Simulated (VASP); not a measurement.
# Cu (Fm-3m) in VASP: notebook, part 2 of 2

VASP 6.6.1.

### 4 Single point, PBE (volume scaled by 0.97)

The input, INCAR:

```
SYSTEM = Cu
PREC     = Accurate       ! precision mode
ENCUT    = 520            ! plane-wave cutoff, eV
EDIFF    = 1E-6           ! SCF threshold, eV
ISMEAR   = 0              ! smearing method
SIGMA    = 0.1            ! smearing width, eV
LREAL    = .False.        ! projectors in reciprocal space
LASPH    = .True.         ! aspherical terms in the spheres
NELM     = 100            ! most SCF steps
ALGO     = Normal         ! electronic algorithm
ISIF     = 2              ! what is computed and relaxed
LWAVE    = .False.        ! write WAVECAR
LCHARG   = .False.        ! write CHGCAR
GGA      = PE             ! functional
NBANDS   = 12             ! bands
```

The input, KPOINTS:

```
regular mesh
0
Gamma
  20 20 20
  0 0 0
```

The input, POSCAR:

```
Cu
1.0
    0.0000000000      1.7965408340      1.7965408340
    1.7965408340      0.0000000000      1.7965408340
    1.7965408340      1.7965408340      0.0000000000
Cu
1
Direct
    0.0000000000      0.0000000000      0.0000000000
```

Potentials or basis: VASP PAW PBE potentials, release 64 (Cu).

Started as:

```console
$ cat potpaw_PBE.64/Cu/POTCAR > POTCAR
$ mpirun -np 1 vasp_std > vasp.out
```

OUTCAR:

```text
SYSTEM = Cu
   PREC = Accurate
   ENCUT = 520
   EDIFF = 1E-6
   ISMEAR = 0
   LREAL = .False.
   LASPH = .True.
   NELM = 100
   ISIF = 2
   GGA = PE

 ion  position               nearest neighbor table
   1  0.000  0.000  0.000-

  LATTYP: Found a face centered cubic cell.
 ALAT       =     3.5930816680

  Lattice vectors:

 A1 = (   0.0000000000,   1.7965408340,   1.7965408340)
 A2 = (   1.7965408340,   0.0000000000,   1.7965408340)
 A3 = (   1.7965408340,   1.7965408340,   0.0000000000)

Analysis of symmetry for initial positions (statically):
=====================================================================
 Subroutine PRICEL returns:
 Original cell was already a primitive cell.

 Routine SETGRP: Setting up the symmetry group for a
 face centered cubic supercell.

 Subroutine GETGRP returns: Found 48 space group operations
 (whereof 48 operations were pure point group operations)
 out of a pool of 48 trial point group operations.

The static configuration has the point symmetry O_h .

Analysis of symmetry for dynamics (positions and initial velocities):
=====================================================================
 Subroutine PRICEL returns:
 Original cell was already a primitive cell.

 Routine SETGRP: Setting up the symmetry group for a
 face centered cubic supercell.

 Subroutine GETGRP returns: Found 48 space group operations
 (whereof 48 operations were pure point group operations)
 out of a pool of 48 trial point group operations.

The dynamic configuration has the point symmetry O_h .

 Subroutine INISYM returns: Found 48 space group operations
 (whereof 48 operations are pure point group operations),
 and found     1 'primitive' translations

----------------------------------------------------------------------------------------

                                     Primitive cell

  volume of cell :      11.5969

  direct lattice vectors                    reciprocal lattice vectors
     0.000000000  1.796540834  1.796540834    -0.278312628  0.278312628  0.278312628
[... 112 lines left out ...]
   IVDW    =     0    specifies the selected vdW correction
   LEPSILON=     F    determine dielectric tensor
   LRPA    =     F    only Hartree local field effects (RPA)
 non-spin polarized calculation
 Gauss-broadening in eV      SIGMA  =   0.10
  energy-cutoff  :      520.00
  volume of cell :       11.60
 maximum number of plane-waves:       331
   NGX =  9   NGY =  9   NGZ =  9

 number of electron      11.0000008 magnetization

 Free energy of the ion-electron system (eV)
  ---------------------------------------------------
  ext. energy  EPLUGINS =         0.00000000
  ---------------------------------------------------
  free energy    TOTEN  =        -3.72296965 eV

  energy without entropy =       -3.72168090  energy(sigma->0) =       -3.72232527

 E-fermi :   7.7885     XC(G=0): -12.8319

 val. band max:        7.7812142903   @ k =   0.5000   0.2500   0.1000
 cond. band min:       7.8498531862   @ k =   0.5000   0.3500   0.1500
 fundamental gap:      0.0686388958
 Fermi energy:         7.7885203717

 k-point     1 :       0.0000    0.0000    0.0000
  band No.  band energies     occupation
      1      -1.6772      2.00000
      2       4.7316      2.00000
      3       4.7316      2.00000
      4       4.7316      2.00000
      5       5.5774      2.00000
      6       5.5774      2.00000
      7      30.5540      0.00000
      8      33.3409      0.00000
      9      33.3409      0.00000
     10      33.3409      0.00000
     11      35.8489      0.00000
     12      35.8489      0.00000
[... 331 lines left out ...]
 k-point    24 :      -0.3500    0.0500    0.0000
  band No.  band energies     occupation
      1       2.1732      2.00000
      2       4.7579      2.00000
      3       4.7989      2.00000
      4       4.9281      2.00000
      5       5.9014      2.00000
      6       6.1901      2.00000
      7      15.2041      0.00000
      8      27.8173      0.00000
      9      30.1989      0.00000
     10      31.2814      0.00000
     11      33.5424      0.00000
     12      35.3139      0.00000

 [... further k-points ...]

------------------------ aborting loop because EDIFF is reached ----------------------------------------

  FORCE on cell =-STRESS in cart. coord.  units (eV):
  Direction    XX          YY          ZZ          XY          YZ          ZX
  --------------------------------------------------------------------------------------
  -------------------------------------------------------------------------------------
  Total        0.3742444      0.3742444      0.3742444      0.0000000     -0.0000000      0.0000000
  in kB       51.7040541     51.7040541     51.7040541      0.0000000     -0.0000000      0.0000000
  external PRESSURE =      51.7040541 kB  Pullay stress =       0.0000000 kB

 VOLUME and BASIS-vectors are now :
 -----------------------------------------------------------------------------
  energy-cutoff  :      520.00
  volume of cell :       11.60
      direct lattice vectors                 reciprocal lattice vectors
     0.000000000  1.796540834  1.796540834    -0.278312628  0.278312628  0.278312628
     1.796540834  0.000000000  1.796540834     0.278312628 -0.278312628  0.278312628
     1.796540834  1.796540834  0.000000000     0.278312628  0.278312628 -0.278312628

 POSITION                                       TOTAL-FORCE (eV/Angst)
 -----------------------------------------------------------------------------------
      0.00000      0.00000      0.00000         0.000000     -0.000000      0.000000
 -----------------------------------------------------------------------------------
    total drift:                                0.000000      0.000000      0.000000

  FREE ENERGIE OF THE ION-ELECTRON SYSTEM (eV)
  ---------------------------------------------------
  free  energy   TOTEN  =        -3.7229696469 eV

  energy  without entropy=       -3.7216808958  energy(sigma->0) =       -3.72232527
```

stdout:

```text
POSCAR found type information on POSCAR Cu
 POSCAR found :  1 types and       1 ions
 scaLAPACK will be used
 LDA part: xc-table for (Slater+PW92), standard interpolation
 POSCAR, INCAR and KPOINTS ok, starting setup
 FFT: planning ... GRIDC
 FFT: planning ... GRID_SOFT
 FFT: planning ... GRID
 WAVECAR not read
 entering main loop
```

Run time: 34 s. Hardware: 1 thread of Intel Xeon Platinum 8259CL at 2.50GHz (Skylake/Cascade Lake), shared host; peak memory 0.15 GiB.

Results:

- Free energy: -3.7230 eV
- Pressure: 5.2 GPa

Levels at points of the mesh, in eV from the Fermi level:
```tsv
k point	band 3	band 4	band 5	band 6	band 7	band 8	band 9	band 10
(0.00, 0.00, 0.00)	-3.06	-3.06	-2.21	-2.21	22.77	25.55	25.55	25.55
(0.50, 0.00, 0.00)	-3.09	-1.63	-1.63	-1.03	3.88	21.25	22.38	22.38
(0.50, 0.50, 0.00)	-1.65	-1.48	-1.48	1.51	7.27	13.25	13.25	17.79
```

Caveat: the cell differs from its parent crystal (volume scaled by 0.97).

### 5 Single point, PBE

This run uses another cell than the first one, of 11.96 Å³/atom, 1.064 times its volume.

The input, INCAR:

```
  ALGO = Normal
  EDIFF = 1E-6
  ENCUT = 520
  GGA = PE
  ISIF = 2
  ISMEAR = 0
  LASPH = True
  LCHARG = True
  LELF = True
  LREAL = False
  LVHAR = True
  LWAVE = False
  NBANDS = 12
  NELM = 100
  PREC = Accurate
  SIGMA = 0.1
```

The input, KPOINTS:

```
k-points
0
Gamma
  20 20 20
```

The input, POSCAR:

```
Cu
1.0
    0.0000000000      1.8148741495      1.8148741495
    1.8148741495      0.0000000000      1.8148741495
    1.8148741495      1.8148741495      0.0000000000
Cu
1
Direct
    0.0000000000      0.0000000000      0.0000000000
```

Potentials or basis: VASP PAW PBE potentials, release 64 (Cu).

Started as:

```console
$ cat potpaw_PBE.64/Cu/POTCAR > POTCAR
$ mpirun -np 1 vasp_std > vasp.out
```

OUTCAR:

```text
EDIFF = 1E-6
   ENCUT = 520
   GGA = PE
   ISIF = 2
   ISMEAR = 0
   LASPH = True
   LREAL = False
   NELM = 100
   PREC = Accurate

 ion  position               nearest neighbor table
   1  0.000  0.000  0.000-

  LATTYP: Found a face centered cubic cell.
 ALAT       =     3.6297482990

  Lattice vectors:

 A1 = (   0.0000000000,   1.8148741495,   1.8148741495)
 A2 = (   1.8148741495,   0.0000000000,   1.8148741495)
 A3 = (   1.8148741495,   1.8148741495,   0.0000000000)

Analysis of symmetry for initial positions (statically):
=====================================================================
 Subroutine PRICEL returns:
 Original cell was already a primitive cell.

 Routine SETGRP: Setting up the symmetry group for a
 face centered cubic supercell.

 Subroutine GETGRP returns: Found 48 space group operations
 (whereof 48 operations were pure point group operations)
 out of a pool of 48 trial point group operations.

The static configuration has the point symmetry O_h .

Analysis of symmetry for dynamics (positions and initial velocities):
=====================================================================
 Subroutine PRICEL returns:
 Original cell was already a primitive cell.

 Routine SETGRP: Setting up the symmetry group for a
 face centered cubic supercell.

 Subroutine GETGRP returns: Found 48 space group operations
 (whereof 48 operations were pure point group operations)
 out of a pool of 48 trial point group operations.

The dynamic configuration has the point symmetry O_h .

 Subroutine INISYM returns: Found 48 space group operations
 (whereof 48 operations are pure point group operations),
 and found     1 'primitive' translations

----------------------------------------------------------------------------------------

                                     Primitive cell

  volume of cell :      11.9555

  direct lattice vectors                    reciprocal lattice vectors
     0.000000000  1.814874150  1.814874150    -0.275501197  0.275501197  0.275501197
     1.814874150  0.000000000  1.814874150     0.275501197 -0.275501197  0.275501197
     1.814874150  1.814874150  0.000000000     0.275501197  0.275501197 -0.275501197

  length of vectors
     2.566619636  2.566619636  2.566619636     0.477182070  0.477182070  0.477182070

  position of ions in fractional coordinates (direct lattice)
     0.000000000  0.000000000  0.000000000

  ion indices of the primitive-cell ions
   primitive index   ion index
                 1           1

----------------------------------------------------------------------------------------

 KPOINTS: k-points

Automatic generation of k-mesh.
 Grid dimensions read from file:
 generate k-points for:   20   20   20

 Generating k-lattice:

  Cartesian coordinates                     Fractional coordinates (reciprocal lattice)
    -0.013775060  0.013775060  0.013775060     0.050000000  0.000000000  0.000000000
     0.013775060 -0.013775060  0.013775060     0.000000000  0.050000000  0.000000000
     0.013775060  0.013775060 -0.013775060     0.000000000  0.000000000  0.050000000

  Length of vectors
     0.023859104  0.023859104  0.023859104

  Shift w.r.t. Gamma in fractional coordinates (k-lattice)
     0.000000000  0.000000000  0.000000000

 Subroutine IBZKPT returns following result:
 ===========================================

 Found    256 irreducible k-points:

 Following reciprocal coordinates:
            Coordinates               Weight
  0.000000  0.000000  0.000000      1.000000
  0.050000  0.000000  0.000000      8.000000
  0.100000  0.000000  0.000000      8.000000
  0.150000  0.000000  0.000000      8.000000
  0.200000  0.000000  0.000000      8.000000
  0.250000  0.000000  0.000000      8.000000
[... 16 lines left out ...]
 -0.400000  0.050000  0.000000     24.000000
 -0.350000  0.050000  0.000000     24.000000
 [... further k-points ...]
   k-points           NKPTS =    256   k-points in BZ     NKDIM =    256   number of bands    NBANDS=     12
   number of dos      NEDOS =    301   number of ions     NIONS =      1
   total plane-waves  NPLWV =   8000
   dimension x,y,z NGX =    20 NGY =   20 NGZ =   20
   dimension x,y,z NGXF=    40 NGYF=   40 NGZF=   40
   ions per type =               1
   NGX,Y,Z   is equivalent  to a cutoff of  12.95, 12.95, 12.95 a.u.
   NGXF,Y,Z  is equivalent  to a cutoff of  25.91, 25.91, 25.91 a.u.
 SYSTEM =  unknown system
   PREC   = accura    normal or accurate (medium, high low for compatibility)
   ISTART =      0    job   : 0-new  1-cont  2-samecut
   ICHARG =      2    charge: 1-file 2-atom 10-const
   ISPIN  =      1    spin polarized calculation?
   LNONCOLLINEAR =      F non collinear calculations
   LSORBIT =      F    spin-orbit coupling
   LASPH  =      T    aspherical Exc in radial PAW
   ENCUT  =  520.0 eV  38.22 Ry    6.18 a.u.   4.77  4.77  4.77*2*pi/ulx,y,z
   NELM   =    100;   NELMIN=  2; NELMDL= -5     # of ELM steps
   EDIFF  = 0.1E-05   stopping-criterion for ELM
   LREAL  =      F    real-space projection
   EDIFFG = 0.1E-04   stopping-criterion for IOM
   NSW    =      0    number of steps for IOM
   IBRION =     -1    ionic relax: 0-MD 1-quasi-New 2-CG
   NFREE  =      0    steps in history (QN), initial steepest desc. (CG)
   ISIF   =      2    stress and relaxation
   ISYM   =      2    0-nonsym 1-usesym 2-fastsym
   POTIM  = 0.5000    time-step for ionic-motion
   TEBEG  =    0.0;   TEEND  =   0.0 temperature during run
   PSTRESS=    0.0 pullay stress
   NELECT =      11.0000    total number of electrons
   NUPDOWN=      -1.0000    fix difference up-down
   EMIN   =  10.00;   EMAX   =-10.00  energy-range for DOS
   EFERMI =   0.00;   METHOD = LEGACY
   ISMEAR =     0;   SIGMA  =   0.10  broadening in eV -4-tet -1-fermi 0-gaus
   EFERMI_NEDOS =   21; number of points for ismear=-14 and -15
   IALGO  =     38    algorithm
   IMIX   =      4    mixing-type and parameters
     AMIX     =   0.40;   BMIX     =  1.00
     AMIX_MAG =   1.60;   BMIX_MAG =  1.00
  volume/ion in A,a.u.               =      11.96        80.68
  Fermi-wavevector in a.u.,A,eV,Ry     =   1.592267  3.008948 34.495041  2.535314
  Thomas-Fermi vector in A             =   2.690679
   LORBIT       =      0    0 simple, 1 ext, 2 COOP (PROOUT), +10 PAW based schemes
   GGA     = PE    functional components
   LHFCALC =     F    Hartree Fock is set to
   AEXX    =    0.0000 exact exchange contribution
   IVDW    =     0    specifies the selected vdW correction
   LEPSILON=     F    determine dielectric tensor
   LRPA    =     F    only Hartree local field effects (RPA)
 non-spin polarized calculation
 Gauss-broadening in eV      SIGMA  =   0.10
  energy-cutoff  :      520.00
  volume of cell :       11.96
 maximum number of plane-waves:       332
   NGX =  9   NGY =  9   NGZ =  9

 number of electron      10.9999997 magnetization

 Free energy of the ion-electron system (eV)
  ---------------------------------------------------
  ext. energy  EPLUGINS =         0.00000000
  ---------------------------------------------------
  free energy    TOTEN  =        -3.72940231 eV

  energy without entropy =       -3.72806886  energy(sigma->0) =       -3.72873559

 E-fermi :   7.4086     XC(G=0): -12.6549

 val. band max:        7.3897491915   @ k =   0.5000   0.2500   0.1000
 cond. band min:       7.4555071948   @ k =   0.5000   0.3500   0.1500
 fundamental gap:      0.0657580034
 Fermi energy:         7.4085787000

 k-point     1 :       0.0000    0.0000    0.0000
  band No.  band energies     occupation
      1      -1.8234      2.00000
      2       4.4467      2.00000
      3       4.4467      2.00000
      4       4.4467      2.00000
      5       5.2533      2.00000
      6       5.2533      2.00000
      7      29.9313      0.00000
      8      32.4810      0.00000
      9      32.4810      0.00000
     10      32.4810      0.00000
     11      34.9639      0.00000
     12      34.9639      0.00000
[... 331 lines left out ...]
 k-point    24 :      -0.3500    0.0500    0.0000
  band No.  band energies     occupation
      1       1.9656      2.00000
      2       4.4728      2.00000
      3       4.5119      2.00000
      4       4.6479      2.00000
      5       5.5633      2.00000
      6       5.8419      2.00000
      7      14.6445      0.00000
      8      27.0882      0.00000
      9      29.4852      0.00000
     10      30.3949      0.00000
     11      32.7263      0.00000
     12      34.4474      0.00000

 [... further k-points ...]

------------------------ aborting loop because EDIFF is reached ----------------------------------------

  FORCE on cell =-STRESS in cart. coord.  units (eV):
  Direction    XX          YY          ZZ          XY          YZ          ZX
  --------------------------------------------------------------------------------------
  -------------------------------------------------------------------------------------
  Total        0.0430154      0.0430154      0.0430154      0.0000000      0.0000000      0.0000000
  in kB        5.7645395      5.7645395      5.7645395      0.0000000      0.0000000      0.0000000
  external PRESSURE =       5.7645395 kB  Pullay stress =       0.0000000 kB

 VOLUME and BASIS-vectors are now :
 -----------------------------------------------------------------------------
  energy-cutoff  :      520.00
  volume of cell :       11.96
      direct lattice vectors                 reciprocal lattice vectors
     0.000000000  1.814874150  1.814874150    -0.275501197  0.275501197  0.275501197
     1.814874150  0.000000000  1.814874150     0.275501197 -0.275501197  0.275501197
     1.814874150  1.814874150  0.000000000     0.275501197  0.275501197 -0.275501197

 POSITION                                       TOTAL-FORCE (eV/Angst)
 -----------------------------------------------------------------------------------
      0.00000      0.00000      0.00000        -0.000000      0.000000     -0.000000
 -----------------------------------------------------------------------------------
    total drift:                                0.000000      0.000000      0.000000

  FREE ENERGIE OF THE ION-ELECTRON SYSTEM (eV)
  ---------------------------------------------------
  free  energy   TOTEN  =        -3.7294023072 eV

  energy  without entropy=       -3.7280688634  energy(sigma->0) =       -3.72873559
```

stdout:

```text
POSCAR found type information on POSCAR Cu
 POSCAR found :  1 types and       1 ions
 scaLAPACK will be used
 LDA part: xc-table for (Slater+PW92), standard interpolation
 POSCAR, INCAR and KPOINTS ok, starting setup
 FFT: planning ... GRIDC
 FFT: planning ... GRID_SOFT
 FFT: planning ... GRID
 WAVECAR not read
 entering main loop
```

Run time: 38 s. Hardware: 1 thread of Intel Xeon Platinum 8259CL at 2.50GHz (Skylake/Cascade Lake), shared host; peak memory 0.15 GiB.

Results:

```
Free energy : -3.7294 eV
Pressure    : 0.6 GPa
```

### 6 Overview

| cell | gap on the mesh (eV) | pressure (GPa) |
| --- | --- | --- |
| a = 2.514 Å, angles 60.0°, 1 atom | none | 10.7 |
| a = 2.556 Å, angles 60.0°, 1 atom | none | 2.3 |
| a = 2.541 Å, angles 60.0°, 1 atom | none | 5.2 |
| a = 2.567 Å, angles 60.0°, 1 atom | none | 0.6 |

Alike in all rows: task single point; level PBE; potentials or basis VASP PAW PBE potentials, release 64 (Cu); no spin polarisation; k mesh 20 × 20 × 20; cutoff (eV) 520; smearing gaussian 0.1 eV.

Absolute energies hang on the potentials; compare differences alone.
